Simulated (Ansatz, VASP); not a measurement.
# MgH2: VASP beside Ansatz

```
CELL_PARAMETERS angstrom
0.00000 2.37457 2.37457
2.37457 0.00000 2.37457
2.37457 2.37457 0.00000
ATOMIC_POSITIONS crystal
Mg 0.00000 0.00000 0.00000
H 0.25000 0.25000 0.25000
H 0.75000 0.75000 0.75000
```

Alike in both runs: functional PBE; k mesh 8 × 8 × 8; occupations gaussian, width 0.1 eV; no spin polarisation.

Ansatz relaxed the structure, and its values are those at the end. VASP's run is a single point on that final structure, the one shown.

|  | VASP | Ansatz |
| --- | --- | --- |
| version | VASP 6.6.1 | Ansatz 0.2.0 |
| potentials or method | VASP PAW PBE potentials, release 64 (Mg, H), cutoff 600 eV | scalar-relativistic, plane waves, PAW |
| valence electrons in the cell | 4 | 12 |

|  | VASP | Ansatz | Ansatz less VASP |
| --- | --- | --- | --- |
| gap on the k mesh at the Fermi level (eV) | none | none | - |
| pressure (GPa) | -0.1 | 0.2 | +0.30 |

A gap of «none» marks a metal or a gap that the smearing closes. VASP's potentials hold 4 valence electrons a cell and Ansatz's 12, so a difference there can come from the potentials and not from the codes.
